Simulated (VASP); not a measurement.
# TiSi3O8 (Cmmm) in VASP: a series of runs

Aim: see how the results for TiSi3O8 move with the level of theory and the settings. Levels: PBEsol, PBE. Tasks: single point.

Everything below comes from runs of VASP 6.6.1. Logs are shortened: lines on timing, memory, paths and dates and some standing lists are left out, and cuts for length are marked.

## Step 1: The cell of the first run

It takes space group Cmmm (No. 65, orthorhombic). Conventional cell: a = 6.025 Å, b = 6.121 Å, c = 5.511 Å, α = 90.00°, β = 90.00°, γ = 90.00°. Si (site symmetry mm2) has 6 O at 1.80 Å within 2.4 Å. Within 2.3 Å of Si (site symmetry mmm) lie 6 O at 1.76 to 1.87 Å. Within 2.5 Å of Ti (site symmetry mmm) lie 6 O at 1.91 to 1.95 Å. O (site symmetry m) has 2 Si at 1.76 to 1.80 Å and 1 Ti at 1.91 Å within 2.3 Å. Within 2.4 Å of O (site symmetry m2m) lie 2 Si at 1.80 Å and 1 Ti at 1.95 Å and 1 O at 2.23 Å. O (site symmetry m2m) has 3 Si at 1.80 to 1.87 Å and 1 O at 2.38 Å within 2.4 Å.

## Step 2: Single point, PBEsol

File INCAR:

```
PREC = Accurate ; ENCUT = 520
EDIFF = 1E-7 ; ISMEAR = -1
SIGMA = 0.02 ; LREAL = False
LASPH = True ; NELM = 100
ALGO = Normal ; ISIF = 2
LWAVE = False ; LCHARG = False
GGA = PS ; NBANDS = 48
```

File KPOINTS:

```
Automatic mesh
0
Gamma
  6 6 4
```

File POSCAR:

```
TiSi3O8
1.0
    3.0125911146     -3.0605411510      0.0000000000
    3.0125911146      3.0605411510      0.0000000000
    0.0000000000      0.0000000000      5.5106259327
Si Ti O
3 1 8
Direct
    0.5000000000      0.5000000000      0.2554472189
    0.5000000000      0.5000000000      0.7445527811
    0.0000000000      0.0000000000      0.5000000000
    0.0000000000      0.0000000000      0.0000000000
    0.2006940939      0.2006940939      0.2671730194
    0.7993059061      0.7993059061      0.2671730194
    0.6820836150      0.3179163850      0.0000000000
    0.3179163850      0.6820836150      0.0000000000
    0.2006940939      0.2006940939      0.7328269806
    0.7993059061      0.7993059061      0.7328269806
    0.6946981974      0.3053018026      0.5000000000
    0.3053018026      0.6946981974      0.5000000000
```

Potentials or basis: VASP PAW PBE potentials, release 64 (Si, Ti_sv, O).

Launch:

```sh
> cat potpaw_PBE.64/Si/POTCAR potpaw_PBE.64/Ti_sv/POTCAR potpaw_PBE.64/O/POTCAR > POTCAR
> mpirun -np 1 vasp_std > vasp.out
```

OUTCAR:

```text
PREC = Accurate
   ENCUT = 520
   EDIFF = 1E-7
   ISMEAR = -1
   LREAL = False
   LASPH = True
   NELM = 100
   ISIF = 2
   GGA = PS

 ion  position               nearest neighbor table
   1  0.500  0.500  0.255-   7 1.80   8 1.80  11 1.80  12 1.80   5 1.80   6 1.80   2 2.70   2 2.82

   2  0.500  0.500  0.745-   7 1.80   8 1.80  11 1.80  12 1.80   9 1.80  10 1.80   1 2.70   1 2.82

   3  0.000  0.000  0.500-   5 1.76   6 1.76   9 1.76  10 1.76  11 1.87  12 1.87   4 2.76   4 2.76

   4  0.000  0.000  0.000-   5 1.91   6 1.91   9 1.91  10 1.91   7 1.95   8 1.95   3 2.76   3 2.76

   5  0.201  0.201  0.267-   3 1.76   1 1.80   4 1.91
   6  0.799  0.799  0.267-   3 1.76   1 1.80   4 1.91
   7  0.682  0.318  0.000-   1 1.80   2 1.80   4 1.95
   8  0.318  0.682  0.000-   1 1.80   2 1.80   4 1.95
   9  0.201  0.201  0.733-   3 1.76   2 1.80   4 1.91
  10  0.799  0.799  0.733-   3 1.76   2 1.80   4 1.91
  11  0.695  0.305  0.500-   1 1.80   2 1.80   3 1.87
  12  0.305  0.695  0.500-   1 1.80   2 1.80   3 1.87

  LATTYP: Found a base centered orthorhombic cell.
 ALAT       =     6.0251822292
 B/A-ratio  =     1.0159165431
 C/A-ratio  =     0.9145990483

  Lattice vectors:

 A1 = (   3.0125911146,  -3.0605411510,   0.0000000000)
 A2 = (   3.0125911146,   3.0605411510,   0.0000000000)
 A3 = (   0.0000000000,   0.0000000000,   5.5106259327)

Analysis of symmetry for initial positions (statically):
=====================================================================
 Subroutine PRICEL returns:
 Original cell was already a primitive cell.

 Routine SETGRP: Setting up the symmetry group for a
 base centered orthorhombic supercell.

 Subroutine GETGRP returns: Found  8 space group operations
 (whereof  8 operations were pure point group operations)
 out of a pool of  8 trial point group operations.

The static configuration has the point symmetry D_2h.

Analysis of symmetry for dynamics (positions and initial velocities):
=====================================================================
 Subroutine PRICEL returns:
 Original cell was already a primitive cell.

 Routine SETGRP: Setting up the symmetry group for a
 base centered orthorhombic supercell.

 Subroutine GETGRP returns: Found  8 space group operations
 (whereof  8 operations were pure point group operations)
 out of a pool of  8 trial point group operations.

The dynamic configuration has the point symmetry D_2h.

 Subroutine INISYM returns: Found  8 space group operations
 (whereof  8 operations are pure point group operations),
 and found     1 'primitive' translations

----------------------------------------------------------------------------------------

                                     Primitive cell

  volume of cell :     101.6177

  direct lattice vectors                    reciprocal lattice vectors
     3.012591115 -3.060541151  0.000000000     0.165970084 -0.163369801  0.000000000
     3.012591115  3.060541151  0.000000000     0.165970084  0.163369801  0.000000000
     0.000000000  0.000000000  5.510625933     0.000000000  0.000000000  0.181467589

  length of vectors
     4.294486857  4.294486857  5.510625933     0.232885725  0.232885725  0.181467589

  position of ions in fractional coordinates (direct lattice)
     0.500000000  0.500000000  0.255447219
     0.500000000  0.500000000  0.744552781
     0.000000000  0.000000000  0.500000000
     0.000000000  0.000000000  0.000000000
     0.200694094  0.200694094  0.267173019
     0.799305906  0.799305906  0.267173019
     0.682083615  0.317916385  0.000000000
     0.317916385  0.682083615  0.000000000
     0.200694094  0.200694094  0.732826981
     0.799305906  0.799305906  0.732826981
     0.694698197  0.305301803  0.500000000
     0.305301803  0.694698197  0.500000000

  ion indices of the primitive-cell ions
   primitive index   ion index
                 1           1
                 2           2
                 3           3
                 4           4
                 5           5
                 6           6
                 7           7
                 8           8
                 9           9
                10          10
                11          11
                12          12

----------------------------------------------------------------------------------------

 KPOINTS: Automatic mesh

Automatic generation of k-mesh.
 Grid dimensions read from file:
 generate k-points for:    6    6    4

 Generating k-lattice:

  Cartesian coordinates                     Fractional coordinates (reciprocal lattice)
     0.027661681 -0.027228300  0.000000000     0.166666667  0.000000000  0.000000000
     0.027661681  0.027228300  0.000000000     0.000000000  0.166666667  0.000000000
     0.000000000  0.000000000  0.045366897     0.000000000  0.000000000  0.250000000

  Length of vectors
     0.038814287  0.038814287  0.045366897

  Shift w.r.t. Gamma in fractional coordinates (k-lattice)
[... 33 lines left out ...]
   LSORBIT =      F    spin-orbit coupling
   LASPH  =      T    aspherical Exc in radial PAW
   ENCUT  =  520.0 eV  38.22 Ry    6.18 a.u.   7.98  7.98 10.25*2*pi/ulx,y,z
   NELM   =    100;   NELMIN=  2; NELMDL= -5     # of ELM steps
   EDIFF  = 0.1E-06   stopping-criterion for ELM
   LREAL  =      F    real-space projection
   EDIFFG = 0.1E-05   stopping-criterion for IOM
   NSW    =      0    number of steps for IOM
   IBRION =     -1    ionic relax: 0-MD 1-quasi-New 2-CG
   NFREE  =      0    steps in history (QN), initial steepest desc. (CG)
   ISIF   =      2    stress and relaxation
   ISYM   =      2    0-nonsym 1-usesym 2-fastsym
   POTIM  = 0.5000    time-step for ionic-motion
   TEBEG  =    0.0;   TEEND  =   0.0 temperature during run
   PSTRESS=    0.0 pullay stress
   NELECT =      72.0000    total number of electrons
   NUPDOWN=      -1.0000    fix difference up-down
   EMIN   =  10.00;   EMAX   =-10.00  energy-range for DOS
   EFERMI =   0.00;   METHOD = LEGACY
   ISMEAR =    -1;   SIGMA  =   0.02  broadening in eV -4-tet -1-fermi 0-gaus
   EFERMI_NEDOS =   21; number of points for ismear=-14 and -15
   IALGO  =     38    algorithm
   IMIX   =      4    mixing-type and parameters
     AMIX     =   0.40;   BMIX     =  1.00
     AMIX_MAG =   1.60;   BMIX_MAG =  1.00
  volume/ion in A,a.u.               =       8.47        57.15
  Fermi-wavevector in a.u.,A,eV,Ry     =   1.459472  2.758003 28.981221  2.130060
  Thomas-Fermi vector in A             =   2.576035
   LORBIT       =      0    0 simple, 1 ext, 2 COOP (PROOUT), +10 PAW based schemes
   GGA     = PS    functional components
   LHFCALC =     F    Hartree Fock is set to
   AEXX    =    0.0000 exact exchange contribution
   IVDW    =     0    specifies the selected vdW correction
   LEPSILON=     F    determine dielectric tensor
   LRPA    =     F    only Hartree local field effects (RPA)
 non-spin polarized calculation
  energy-cutoff  :      520.00
  volume of cell :      101.62
 maximum number of plane-waves:      2764
   NGX = 15   NGY = 15   NGZ = 21

 number of electron      72.0000003 magnetization

 Free energy of the ion-electron system (eV)
  ---------------------------------------------------
  ext. energy  EPLUGINS =         0.00000000
  ---------------------------------------------------
  free energy    TOTEN  =      -100.76725955 eV

  energy without entropy =     -100.76725955  energy(sigma->0) =     -100.76725955

 E-fermi :   7.4957     XC(G=0): -12.2688

 val. band max:        7.1199986649   @ k =   0.0000   0.0000   0.0000
 cond. band min:       8.8410073655   @ k =   0.0000   0.0000   0.0000
 fundamental gap:      1.7210087007
 Fermi energy:         7.4957375839

 k-point     1 :       0.0000    0.0000    0.0000
  band No.  band energies     occupation
      1     -49.8645      2.00000
      2     -26.4763      2.00000
      3     -26.2917      2.00000
      4     -26.1310      2.00000
      5     -14.3297      2.00000
      6     -12.1232      2.00000
[... 40 lines left out ...]
     47      17.6859      0.00000
     48      18.5915      0.00000
[... 1171 lines left out ...]
     47      18.0683      0.00000
     48      18.4045      0.00000

 [... further k-points ...]

------------------------ aborting loop because EDIFF is reached ----------------------------------------

  FORCE on cell =-STRESS in cart. coord.  units (eV):
  Direction    XX          YY          ZZ          XY          YZ          ZX
  --------------------------------------------------------------------------------------
  -------------------------------------------------------------------------------------
  Total        0.3148050      0.2149917      0.6750152      0.0000000      0.0000000      0.0000000
  in kB        4.9634415      3.3897131     10.6427733      0.0000000      0.0000000      0.0000000
  external PRESSURE =       6.3319760 kB  Pullay stress =       0.0000000 kB

 VOLUME and BASIS-vectors are now :
 -----------------------------------------------------------------------------
  energy-cutoff  :      520.00
  volume of cell :      101.62
      direct lattice vectors                 reciprocal lattice vectors
     3.012591115 -3.060541151  0.000000000     0.165970084 -0.163369801  0.000000000
     3.012591115  3.060541151  0.000000000     0.165970084  0.163369801  0.000000000
     0.000000000  0.000000000  5.510625933     0.000000000  0.000000000  0.181467589

 POSITION                                       TOTAL-FORCE (eV/Angst)
 -----------------------------------------------------------------------------------
      3.01259      0.00000      1.40767        -0.000000      0.000000     -0.010995
      3.01259      0.00000      4.10295         0.000000      0.000000      0.010995
      0.00000      0.00000      2.75531         0.000000      0.000000      0.000000
      0.00000      0.00000      0.00000         0.000000      0.000000      0.000000
      1.20922      0.00000      1.47229         0.038555      0.000000      0.003596
      4.81596      0.00000      1.47229        -0.038555      0.000000      0.003596
      3.01259     -1.11455      0.00000         0.000000     -0.005198      0.000000
      3.01259      1.11455      0.00000         0.000000      0.005198      0.000000
      1.20922      0.00000      4.03834         0.038555      0.000000     -0.003596
      4.81596      0.00000      4.03834        -0.038555      0.000000     -0.003596
      3.01259     -1.19176      2.75531         0.000000     -0.036399      0.000000
      3.01259      1.19176      2.75531         0.000000      0.036399     -0.000000
 -----------------------------------------------------------------------------------
    total drift:                                0.000000      0.000000     -0.000000

  FREE ENERGIE OF THE ION-ELECTRON SYSTEM (eV)
  ---------------------------------------------------
  free  energy   TOTEN  =      -100.7672595500 eV

  energy  without entropy=     -100.7672595500  energy(sigma->0) =     -100.76725955
```

Wall time 4.3 min (1 thread of AMD EPYC 9R45 (Zen 5), shared host); peak memory 0.26 GiB.

What came out:

- Free energy: -100.7673 eV
- Pressure: 0.6 GPa
- Largest force: 0.039 eV/Å
- Band gap on the k mesh: 1.72 eV, direct

Forces on the atoms (eV/Å):
```
Si   0.000  0.000 -0.011
Si   0.000  0.000  0.011
Si   0.000  0.000  0.000
Ti   0.000  0.000  0.000
O    0.039  0.000  0.004
O   -0.039  0.000  0.004
O    0.000 -0.005  0.000
O    0.000  0.005  0.000
O    0.039  0.000 -0.004
O   -0.039  0.000 -0.004
O    0.000 -0.036  0.000
O    0.000  0.036  0.000
```

Stress tensor (GPa, compression positive):
```
0.50 0.00 0.00
0.00 0.34 0.00
0.00 0.00 1.06
```

Caveat: the PAW data sets were made with another functional, which shifts forces and pressure a little.

## Step 3: Single point, PBE

This run uses another cell than the first one, of 8.69 Å³/atom, 1.026 times its volume.

File INCAR:

```
SYSTEM = TiSi3O8
  ALGO = Normal
  EDIFF = 1E-7
  ENCUT = 520
  GGA = PE
  ISIF = 2
  ISMEAR = -1
  LASPH = .True.
  LCHARG = .False.
  LREAL = .False.
  LWAVE = .False.
  NBANDS = 48
  NELM = 100
  PREC = Accurate
  SIGMA = 0.02
```

File KPOINTS:

```
k-points
0
Gamma
  6 6 4
  0 0 0
```

File POSCAR:

```
TiSi3O8
1.0
    3.0417127169     -3.0929592663      0.0000000000
    3.0417127169      3.0929592663      0.0000000000
    0.0000000000      0.0000000000      5.5427673040
Si Ti O
3 1 8
Direct
    0.5000000000      0.5000000000      0.2555488580
    0.5000000000      0.5000000000      0.7444511420
    0.0000000000      0.0000000000      0.5000000000
    0.0000000000      0.0000000000      0.0000000000
    0.1999454203      0.1999454203      0.2673934155
    0.8000545797      0.8000545797      0.2673934155
    0.6813282094      0.3186717906      0.0000000000
    0.3186717906      0.6813282094      0.0000000000
    0.1999454203      0.1999454203      0.7326065845
    0.8000545797      0.8000545797      0.7326065845
    0.6935194189      0.3064805811      0.5000000000
    0.3064805811      0.6935194189      0.5000000000
```

Potentials or basis: VASP PAW PBE potentials, release 64 (Si, Ti_sv, O).

Launch:

```sh
> cat potpaw_PBE.64/Si/POTCAR potpaw_PBE.64/Ti_sv/POTCAR potpaw_PBE.64/O/POTCAR > POTCAR
> mpirun -np 1 vasp_std > vasp.out
```

Wall time 3.6 min (1 thread of AMD EPYC 9R45 (Zen 5), shared host); peak memory 0.26 GiB.

It converged, with:

| Quantity | Value |
| --- | --- |
| Free energy | -95.5423 eV |
| Pressure | 0.3 GPa |
| Largest force | 0.041 eV/Å |
| Band gap on the k mesh | 1.75 eV, direct |

Forces in eV/Å, atoms in the order of the input:
```
Si   0.000  0.000 -0.009
Si   0.000  0.000  0.009
Si   0.000  0.000  0.000
Ti   0.000  0.000  0.000
O    0.036  0.000  0.020
O   -0.036  0.000  0.020
O    0.000  0.015  0.000
O    0.000 -0.015  0.000
O    0.036  0.000 -0.020
O   -0.036  0.000 -0.020
O    0.000 -0.023  0.000
O    0.000  0.023  0.000
```

Stress tensor (GPa, compression positive):
```
0.14 0.00 0.00
0.00 0.06 0.00
0.00 0.00 0.61
```

Levels at points of the mesh, in eV from the valence-band top:
| k point | band 33 | band 34 | band 35 | band 36 | band 37 | band 38 | band 39 | band 40 |
| --- | --- | --- | --- | --- | --- | --- | --- | --- |
| (0.00, 0.00, 0.00) | -1.58 | -0.75 | -0.66 | 0.00 | 1.75 | 2.90 | 2.95 | 4.70 |
| (0.50, 0.00, 0.00) | -1.60 | -1.45 | -1.08 | -0.84 | 1.96 | 2.56 | 2.58 | 5.76 |
| (0.50, 0.50, 0.00) | -1.78 | -1.55 | -1.25 | -0.98 | 1.75 | 2.61 | 2.76 | 4.68 |
| (0.00, 0.00, 0.50) | -1.28 | -1.14 | -0.90 | -0.43 | 2.15 | 2.81 | 2.91 | 4.95 |
| (0.50, 0.00, 0.50) | -1.41 | -1.30 | -1.23 | -0.87 | 2.25 | 2.57 | 2.71 | 5.27 |
| (0.50, 0.50, 0.50) | -1.74 | -1.45 | -1.42 | -1.34 | 2.31 | 2.41 | 2.88 | 4.85 |

A k mesh can miss the band edges. PBE gaps usually lie below the measured ones, often by a third to a half.

## Step 4: Single point, PBE

This run uses another cell than the first one, of 8.43 Å³/atom, 0.996 times its volume.

File INCAR:

```
  ALGO = Normal
  EDIFF = 1E-6
  ENCUT = 520
  GGA = PE
  ISIF = 2
  ISMEAR = -1
  LASPH = T
  LCHARG = T
  LELF = T
  LREAL = F
  LVHAR = T
  LWAVE = F
  NBANDS = 48
  NELM = 80
  PREC = Accurate
  SIGMA = 0.02
```

File KPOINTS:

```
k-points
0
Gamma
  6 6 6
```

File POSCAR:

```
TiSi3O8
1.0
    3.0057199854     -3.0576756761      0.0000000000
    3.0057199854      3.0576756761      0.0000000000
    0.0000000000      0.0000000000      5.5039104865
Si Ti O
3 1 8
Direct
    0.5000000000      0.5000000000      0.2559215287
    0.5000000000      0.5000000000      0.7440784713
    0.0000000000      0.0000000000      0.5000000000
    0.0000000000      0.0000000000      0.0000000000
    0.2009395755      0.2009395755      0.2679688979
    0.7990604245      0.7990604245      0.2679688979
    0.6815447404      0.3184552596      0.0000000000
    0.3184552596      0.6815447404      0.0000000000
    0.2009395755      0.2009395755      0.7320311021
    0.7990604245      0.7990604245      0.7320311021
    0.6945064631      0.3054935369      0.5000000000
    0.3054935369      0.6945064631      0.5000000000
```

Launch:

```sh
> cat potpaw_PBE.64/Si/POTCAR potpaw_PBE.64/Ti_sv/POTCAR potpaw_PBE.64/O/POTCAR > POTCAR
> mpirun -np 1 vasp_std > vasp.out
```

Run time: 5.1 min. Hardware: 1 thread of AMD EPYC 9R45 (Zen 5), shared host; peak memory 0.29 GiB.

It converged, with:

```yaml
Free_energy: -95.4556 eV
Pressure: 8.6 GPa
Largest_force: 0.136 eV/Å
Band_gap_on_the_k_mesh: 1.76 eV, direct
```

Forces on the atoms (eV/Å):
```
Si   0.000  0.000 -0.053
Si   0.000  0.000  0.053
Si   0.000  0.000  0.000
Ti   0.000  0.000  0.000
O    0.052  0.000 -0.044
O   -0.052  0.000 -0.044
O    0.000 -0.122  0.000
O    0.000  0.122  0.000
O    0.052  0.000  0.044
O   -0.052  0.000  0.044
O    0.000 -0.136  0.000
O    0.000  0.136  0.000
```

Stress tensor (GPa, compression positive):
```
8.45 0.00 0.00
0.00 7.94 0.00
0.00 0.00 9.41
```

Levels at points of the mesh, in eV from the valence-band top:
```
           k point  band 32  band 33  band 34  band 35  band 36  band 37  band 38  band 39  band 40  band 41
(0.00, 0.00, 0.00)    -2.13    -1.61    -0.76    -0.69     0.00     1.76     2.98     3.02     5.01     5.29
(0.50, 0.00, 0.00)    -2.10    -1.68    -1.52    -1.11    -0.87     1.98     2.59     2.63     5.94     5.98
(0.50, 0.50, 0.00)    -1.89    -1.79    -1.63    -1.32    -1.01     1.79     2.65     2.81     4.94     5.93
(0.00, 0.00, 0.50)    -1.53    -1.33    -1.16    -0.98    -0.47     2.17     2.88     2.97     5.15     5.42
(0.50, 0.00, 0.50)    -1.80    -1.46    -1.36    -1.29    -0.89     2.28     2.62     2.76     5.40     6.11
(0.50, 0.50, 0.50)    -1.85    -1.82    -1.53    -1.46    -1.37     2.34     2.44     2.94     5.09     5.58
```

A k mesh can miss the band edges.

## Step 5: Overview

```csv
level,cell,k mesh,gap on the mesh (eV),pressure (GPa),largest force (eV/Å)
PBEsol,"a = 4.294, b = 4.294, c = 5.511 Å, angles 90.0, 90.0, 90.9°, 12 atoms",6 × 6 × 4,1.72,0.6,0.04
PBE,"a = 4.338, b = 4.338, c = 5.543 Å, angles 90.0, 90.0, 91.0°, 12 atoms",6 × 6 × 4,1.75,0.3,0.04
PBE,"a = 4.288, b = 4.288, c = 5.504 Å, angles 90.0, 90.0, 91.0°, 12 atoms",6 × 6 × 6,1.76,8.6,0.14
```

Alike in all rows: task single point; potentials or basis VASP PAW PBE potentials, release 64 (Si, Ti_sv, O); no spin polarisation; cutoff (eV) 520; smearing fermi-dirac 0.02 eV.

Caveats: the PAW data sets were made with another functional, which shifts forces and pressure a little (some runs).

Total energies depend on the potentials used, so only differences within one code and one set of settings carry meaning.
